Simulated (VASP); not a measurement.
# InP (I4/mmm) in VASP: notebook

InP is run at these levels: PBE; tasks: single point.

Program: VASP 6.6.1. These are calculated values, not measurements. Logs are shortened: lines on timing, memory, paths and dates and some standing lists are left out, and cuts for length are marked.

**1. The cell of the first run**

Symmetry: I4/mmm, No. 139, tetragonal system. Conventional cell: a = 4.038 Å, b = 4.038 Å, c = 5.596 Å, α = 90.00°, β = 90.00°, γ = 90.00°. Within 3.7 Å of In (site symmetry 4/mmm) lie 6 P at 2.80 to 2.85 Å. Within 3.7 Å of P (site symmetry 4/mmm) lie 6 In at 2.80 to 2.85 Å.

**2. Single point, PBE (zz strain of -2 %)**

INCAR reads:

```
PREC = Accurate ; ENCUT = 520
EDIFF = 1E-6 ; ISMEAR = -1
SIGMA = 0.03 ; LREAL = F
LASPH = T ; NELM = 80
ALGO = Normal ; ISIF = 2
LWAVE = F ; LCHARG = F
GGA = PE ; NBANDS = 16
```

KPOINTS reads:

```
Automatic mesh
0
Gamma
  11 11 11
```

POSCAR reads:

```
InP
1.0
    0.0000000000      2.8550000000      2.7979000000
    2.8550000000      0.0000000000      2.7979000000
    2.8550000000      2.8550000000      0.0000000000
In P
1 1
Direct
    0.0000000000      0.0000000000      0.0000000000
    0.5000000000      0.5000000000      0.5000000000
```

Potentials or basis: VASP PAW PBE potentials, release 64 (In_d, P).

Run with:

```
$ cat potpaw_PBE.64/In_d/POTCAR potpaw_PBE.64/P/POTCAR > POTCAR
$ mpirun -np 1 vasp_std > vasp.out
```

OUTCAR:

```text
PREC = Accurate
   ENCUT = 520
   EDIFF = 1E-6
   ISMEAR = -1
   LREAL = F
   LASPH = T
   NELM = 80
   ISIF = 2
   GGA = PE

 ion  position               nearest neighbor table
   1  0.000  0.000  0.000-   2 2.80   2 2.80   2 2.85   2 2.85   2 2.85   2 2.85
   2  0.500  0.500  0.500-   1 2.80   1 2.80   1 2.85   1 2.85   1 2.85   1 2.85

  LATTYP: Found a body centered tetragonal cell.
 ALAT       =     4.0375797206
 C/A-ratio  =     1.3859292911

  Lattice vectors:

 A1 = (   0.0000000000,  -2.8550000000,  -2.7979000000)
 A2 = (   0.0000000000,   2.8550000000,  -2.7979000000)
 A3 = (   2.8550000000,   0.0000000000,   2.7979000000)

Analysis of symmetry for initial positions (statically):
=====================================================================
 Subroutine PRICEL returns:
 Original cell was already a primitive cell.

 Routine SETGRP: Setting up the symmetry group for a
 body centered tetragonal supercell.

 Subroutine GETGRP returns: Found 16 space group operations
 (whereof 16 operations were pure point group operations)
 out of a pool of 16 trial point group operations.

The static configuration has the point symmetry D_4h.

Analysis of symmetry for dynamics (positions and initial velocities):
=====================================================================
 Subroutine PRICEL returns:
 Original cell was already a primitive cell.

 Routine SETGRP: Setting up the symmetry group for a
 body centered tetragonal supercell.

 Subroutine GETGRP returns: Found 16 space group operations
 (whereof 16 operations were pure point group operations)
 out of a pool of 16 trial point group operations.

The dynamic configuration has the point symmetry D_4h.

 Subroutine INISYM returns: Found 16 space group operations
 (whereof 16 operations are pure point group operations),
 and found     1 'primitive' translations

----------------------------------------------------------------------------------------

                                     Primitive cell

  volume of cell :      45.6115

  direct lattice vectors                    reciprocal lattice vectors
     0.000000000  2.855000000  2.797900000    -0.175131349  0.175131349  0.178705458
     2.855000000  0.000000000  2.797900000     0.175131349 -0.175131349  0.178705458
     2.855000000  2.855000000  0.000000000     0.175131349  0.175131349 -0.178705458

  length of vectors
     3.997407836  3.997407836  4.037579721     0.305413849  0.305413849  0.305413849

  position of ions in fractional coordinates (direct lattice)
     0.000000000  0.000000000  0.000000000
     0.500000000  0.500000000  0.500000000

  ion indices of the primitive-cell ions
   primitive index   ion index
                 1           1
                 2           2

----------------------------------------------------------------------------------------

 KPOINTS: Automatic mesh

Automatic generation of k-mesh.
 Grid dimensions read from file:
 generate k-points for:   11   11   11

 Generating k-lattice:

  Cartesian coordinates                     Fractional coordinates (reciprocal lattice)
    -0.015921032  0.015921032  0.016245951     0.090909091  0.000000000  0.000000000
     0.015921032 -0.015921032  0.016245951     0.000000000  0.090909091  0.000000000
     0.015921032  0.015921032 -0.016245951     0.000000000  0.000000000  0.090909091

  Length of vectors
     0.027764895  0.027764895  0.027764895

  Shift w.r.t. Gamma in fractional coordinates (k-lattice)
     0.000000000  0.000000000  0.000000000

 Subroutine IBZKPT returns following result:
 ===========================================

 Found    126 irreducible k-points:

 Following reciprocal coordinates:
            Coordinates               Weight
  0.000000  0.000000  0.000000      1.000000
  0.090909  0.000000  0.000000      8.000000
  0.181818 -0.000000  0.000000      8.000000
  0.272727  0.000000  0.000000      8.000000
  0.363636  0.000000  0.000000      8.000000
  0.454545  0.000000  0.000000      8.000000
[... 16 lines left out ...]
 -0.272727  0.181818  0.000000      8.000000
 -0.181818  0.181818  0.000000      4.000000
 [... further k-points ...]
   k-points           NKPTS =    126   k-points in BZ     NKDIM =    126   number of bands    NBANDS=     16
   number of dos      NEDOS =    301   number of ions     NIONS =      2
   total plane-waves  NPLWV =  27000
   dimension x,y,z NGX =    30 NGY =   30 NGZ =   30
   dimension x,y,z NGXF=    60 NGYF=   60 NGZF=   60
   ions per type =               1   1
   NGX,Y,Z   is equivalent  to a cutoff of  12.48, 12.48, 12.35 a.u.
   NGXF,Y,Z  is equivalent  to a cutoff of  24.95, 24.95, 24.70 a.u.
 SYSTEM =  unknown system
   PREC   = accura    normal or accurate (medium, high low for compatibility)
   ISTART =      0    job   : 0-new  1-cont  2-samecut
   ICHARG =      2    charge: 1-file 2-atom 10-const
   ISPIN  =      1    spin polarized calculation?
   LNONCOLLINEAR =      F non collinear calculations
   LSORBIT =      F    spin-orbit coupling
   LASPH  =      T    aspherical Exc in radial PAW
   ENCUT  =  520.0 eV  38.22 Ry    6.18 a.u.   7.43  7.43  7.51*2*pi/ulx,y,z
   NELM   =     80;   NELMIN=  2; NELMDL= -5     # of ELM steps
   EDIFF  = 0.1E-05   stopping-criterion for ELM
   LREAL  =      F    real-space projection
   EDIFFG = 0.1E-04   stopping-criterion for IOM
   NSW    =      0    number of steps for IOM
   IBRION =     -1    ionic relax: 0-MD 1-quasi-New 2-CG
   NFREE  =      0    steps in history (QN), initial steepest desc. (CG)
   ISIF   =      2    stress and relaxation
   ISYM   =      2    0-nonsym 1-usesym 2-fastsym
   POTIM  = 0.5000    time-step for ionic-motion
   TEBEG  =    0.0;   TEEND  =   0.0 temperature during run
   PSTRESS=    0.0 pullay stress
   NELECT =      18.0000    total number of electrons
   NUPDOWN=      -1.0000    fix difference up-down
   EMIN   =  10.00;   EMAX   =-10.00  energy-range for DOS
   EFERMI =   0.00;   METHOD = LEGACY
   ISMEAR =    -1;   SIGMA  =   0.03  broadening in eV -4-tet -1-fermi 0-gaus
   EFERMI_NEDOS =   21; number of points for ismear=-14 and -15
   IALGO  =     38    algorithm
   IMIX   =      4    mixing-type and parameters
     AMIX     =   0.40;   BMIX     =  1.00
     AMIX_MAG =   1.60;   BMIX_MAG =  1.00
  volume/ion in A,a.u.               =      22.81       153.90
  Fermi-wavevector in a.u.,A,eV,Ry     =   1.200810  2.269201 19.618839  1.441944
  Thomas-Fermi vector in A             =   2.336636
   LORBIT       =      0    0 simple, 1 ext, 2 COOP (PROOUT), +10 PAW based schemes
   GGA     = PE    functional components
   LHFCALC =     F    Hartree Fock is set to
   AEXX    =    0.0000 exact exchange contribution
   IVDW    =     0    specifies the selected vdW correction
   LEPSILON=     F    determine dielectric tensor
   LRPA    =     F    only Hartree local field effects (RPA)
 non-spin polarized calculation
  energy-cutoff  :      520.00
  volume of cell :       45.61
 maximum number of plane-waves:      1250
 NGX is ok and might be reduce to    30
   NGX = 15   NGY = 15   NGZ = 15

 number of electron      17.9999992 magnetization

 Free energy of the ion-electron system (eV)
  ---------------------------------------------------
  ext. energy  EPLUGINS =         0.00000000
  ---------------------------------------------------
  free energy    TOTEN  =        -7.87213738 eV

  energy without entropy =       -7.86970753  energy(sigma->0) =       -7.87092246

 E-fermi :   6.1651     XC(G=0): -10.0682

 val. band max:        6.1573703829   @ k =  -0.0909  -0.0000   0.0909
 cond. band min:       6.1652640186   @ k =   0.0000   0.0000   0.0000
 fundamental gap:      0.0078936357
 Fermi energy:         6.1651472948

 k-point     1 :       0.0000    0.0000    0.0000
  band No.  band energies     occupation
      1      -7.9501      2.00000
      2      -7.9480      2.00000
      3      -7.9349      2.00000
      4      -7.9349      2.00000
      5      -7.9284      2.00000
      6      -5.3159      2.00000
[... 8 lines left out ...]
     15      14.0437      0.00000
     16      14.6315      0.00000

 k-point     2 :       0.0909    0.0000    0.0000
  band No.  band energies     occupation
      1      -7.9531      2.00000
      2      -7.9506      2.00000
      3      -7.9337      2.00000
      4      -7.9304      2.00000
      5      -7.9256      2.00000
      6      -5.2217      2.00000
[... 8 lines left out ...]
     15      13.8644      0.00000
     16      14.3593      0.00000

 k-point     3 :       0.1818   -0.0000    0.0000
  band No.  band energies     occupation
      1      -7.9630      2.00000
      2      -7.9599      2.00000
      3      -7.9332      2.00000
      4      -7.9163      2.00000
      5      -7.9142      2.00000
      6      -4.9449      2.00000
[... 8 lines left out ...]
     15      14.1923      0.00000
     16      14.2853      0.00000

 k-point     4 :       0.2727    0.0000    0.0000
  band No.  band energies     occupation
      1      -7.9768      2.00000
      2      -7.9728      2.00000
      3      -7.9342      2.00000
      4      -7.8972      2.00000
      5      -7.8968      2.00000
      6      -4.5087      2.00000
[... 8 lines left out ...]
     15      15.0328      0.00000
     16      15.0451      0.00000

 k-point     5 :       0.3636    0.0000    0.0000
  band No.  band energies     occupation
      1      -7.9897      2.00000
      2      -7.9849      2.00000
      3      -7.9360      2.00000
      4      -7.8812      2.00000
      5      -7.8786      2.00000
      6      -3.9806      2.00000
[... 8 lines left out ...]
     15      16.0696      0.00000
     16      16.1378      0.00000

 k-point     6 :       0.4545    0.0000    0.0000
  band No.  band energies     occupation
      1      -7.9974      2.00000
      2      -7.9920      2.00000
      3      -7.9373      2.00000
      4      -7.8716      2.00000
      5      -7.8678      2.00000
      6      -3.5479      2.00000
[... 8 lines left out ...]
     15      17.0590      0.00000
     16      17.1911      0.00000

 k-point     7 :       0.0909    0.0909    0.0000
  band No.  band energies     occupation
      1      -7.9586      2.00000
      2      -7.9448      2.00000
      3      -7.9319      2.00000
      4      -7.9282      2.00000
      5      -7.9282      2.00000
      6      -5.1873      2.00000
[... 8 lines left out ...]
     15      14.8664      0.00000
     16      14.8664      0.00000

 k-point     8 :       0.1818    0.0909    0.0000
  band No.  band energies     occupation
      1      -7.9714      2.00000
      2      -7.9475      2.00000
      3      -7.9344      2.00000
      4      -7.9189      2.00000
      5      -7.9152      2.00000
      6      -4.9648      2.00000
[... 8 lines left out ...]
     15      15.0047      0.00000
     16      15.1501      0.00000

 k-point     9 :       0.2727    0.0909    0.0000
  band No.  band energies     occupation
      1      -7.9879      2.00000
      2      -7.9581      2.00000
      3      -7.9349      2.00000
      4      -7.9060      2.00000
      5      -7.8953      2.00000
      6      -4.5718      2.00000
[... 8 lines left out ...]
     15      15.4840      0.00000
     16      15.6172      0.00000
[... 172 lines left out ...]
 k-point    19 :       0.3636    0.1818    0.0000
  band No.  band energies     occupation
      1      -8.0419      2.00000
      2      -7.9486      2.00000
      3      -7.9419      2.00000
      4      -7.8899      2.00000
      5      -7.8743      2.00000
      6      -3.9554      2.00000
[... 8 lines left out ...]
     15      17.1525      0.00000
     16      17.3093      0.00000

 k-point    20 :       0.4545    0.1818    0.0000
  band No.  band energies     occupation
      1      -8.0529      2.00000
      2      -7.9605      2.00000
      3      -7.9350      2.00000
      4      -7.8858      2.00000
      5      -7.8635      2.00000
      6      -3.4420      2.00000
[... 8 lines left out ...]
     15      17.8650      0.00000
     16      18.2998      0.00000

 k-point    21 :      -0.4545    0.1818    0.0000
  band No.  band energies     occupation
      1      -8.0508      2.00000
      2      -7.9704      2.00000
      3      -7.9268      2.00000
      4      -7.8860      2.00000
      5      -7.8639      2.00000
      6      -3.1552      2.00000
[... 8 lines left out ...]
     15      17.1647      0.00000
     16      17.7776      0.00000

 k-point    22 :      -0.3636    0.1818    0.0000
  band No.  band energies     occupation
      1      -8.0362      2.00000
      2      -7.9757      2.00000
      3      -7.9217      2.00000
      4      -7.8887      2.00000
      5      -7.8745      2.00000
      6      -3.3522      2.00000
[... 8 lines left out ...]
     15      16.0530      0.00000
     16      17.2724      0.00000

 k-point    23 :      -0.2727    0.1818    0.0000
  band No.  band energies     occupation
      1      -8.0133      2.00000
      2      -7.9761      2.00000
      3      -7.9234      2.00000
      4      -7.8913      2.00000
      5      -7.8907      2.00000
      6      -3.8456      2.00000
[... 8 lines left out ...]
     15      16.3271      0.00000
     16      18.0844      0.00000

 k-point    24 :      -0.1818    0.1818    0.0000
  band No.  band energies     occupation
      1      -7.9887      2.00000
      2      -7.9728      2.00000
      3      -7.9294      2.00000
      4      -7.9059      2.00000
      5      -7.8950      2.00000
      6      -4.3494      2.00000
[... 8 lines left out ...]
     15      16.2366      0.00000
     16      17.0062      0.00000

 [... further k-points ...]

------------------------ aborting loop because EDIFF is reached ----------------------------------------

  FORCE on cell =-STRESS in cart. coord.  units (eV):
  Direction    XX          YY          ZZ          XY          YZ          ZX
  --------------------------------------------------------------------------------------
  -------------------------------------------------------------------------------------
  Total       -1.4314888     -1.4314888     -0.8894091      0.0000000      0.0000000     -0.0000000
  in kB      -50.2833403    -50.2833403    -31.2419204      0.0000000      0.0000000     -0.0000000
  external PRESSURE =     -43.9362003 kB  Pullay stress =       0.0000000 kB

 VOLUME and BASIS-vectors are now :
 -----------------------------------------------------------------------------
  energy-cutoff  :      520.00
  volume of cell :       45.61
      direct lattice vectors                 reciprocal lattice vectors
     0.000000000  2.855000000  2.797900000    -0.175131349  0.175131349  0.178705458
     2.855000000  0.000000000  2.797900000     0.175131349 -0.175131349  0.178705458
     2.855000000  2.855000000  0.000000000     0.175131349  0.175131349 -0.178705458

 POSITION                                       TOTAL-FORCE (eV/Angst)
 -----------------------------------------------------------------------------------
      0.00000      0.00000      0.00000        -0.000000      0.000000     -0.000000
      2.85500      2.85500      2.79790         0.000000      0.000000      0.000000
 -----------------------------------------------------------------------------------
    total drift:                               -0.000000      0.000000      0.000000

  FREE ENERGIE OF THE ION-ELECTRON SYSTEM (eV)
  ---------------------------------------------------
  free  energy   TOTEN  =        -7.8721373838 eV

  energy  without entropy=       -7.8697075277  energy(sigma->0) =       -7.87092246
```

Wall time 1.9 min (1 thread of Intel Xeon 8259CL, shared host); peak memory 0.23 GiB.

Results:

```yaml
Free_energy: -7.8721 eV
Pressure: -4.4 GPa
Band_gap_on_the_k_mesh: zero (bands 9 and 10 overlap by 2.42 eV)
```

Levels at points of the mesh, in eV from the Fermi level:
```csv
k point,band 7,band 8,band 9,band 10,band 11,band 12
"(0.00, 0.00, 0.00)",-0.33,-0.15,-0.15,0.00,7.06,7.06
```

Caveat: the cell differs from its parent crystal (zz strain of -2 %); the cell stands under tension; spin-orbit coupling is left out, which moves the levels of the heavy elements.

**3. Single point, PBE (zz strain of +1 %)**

INCAR reads:

```
ALGO = Normal
EDIFF = 1E-6
ENCUT = 520
GGA = PE
ISIF = 2
ISMEAR = -1
LASPH = True
LCHARG = False
LREAL = False
LWAVE = False
NBANDS = 16
NELM = 60
PREC = Accurate
SIGMA = 0.03
```

KPOINTS reads:

```
k-points
0
Gamma
  11 11 11
```

POSCAR reads:

```
InP
1.0
    0.0000000000      2.8550000000      2.8835500000
    2.8550000000      0.0000000000      2.8835500000
    2.8550000000      2.8550000000      0.0000000000
In P
1 1
Direct
    0.0000000000      0.0000000000      0.0000000000
    0.5000000000      0.5000000000      0.5000000000
```

Potentials or basis: VASP PAW PBE potentials, release 64 (In_d, P).

Run with:

```
$ cat potpaw_PBE.64/In_d/POTCAR potpaw_PBE.64/P/POTCAR > POTCAR
$ mpirun -np 1 vasp_std > vasp.out
```

Wall time 1.8 min (1 thread of Intel Xeon 8259CL, shared host); peak memory 0.24 GiB.

Results (log left out):

* Free energy: -7.8305 eV
* Pressure: -5.8 GPa
* Band gap on the k mesh: zero (bands 9 and 10 overlap by 2.25 eV)

Stress tensor (GPa, compression positive):
```
-5.59  0.00  0.00
 0.00 -5.59  0.00
 0.00  0.00 -6.33
```

Levels at points of the mesh, in eV from the Fermi level:
```csv
k point,band 6,band 7,band 8,band 9,band 10,band 11,band 12,band 13
"(0.00, 0.00, 0.00)",-11.28,-0.22,-0.22,-0.22,-0.14,7.05,7.12,7.12
```

Caveat: the cell differs from its parent crystal (zz strain of +1 %); the cell stands under tension; spin-orbit coupling is left out, which moves the levels of the heavy elements.
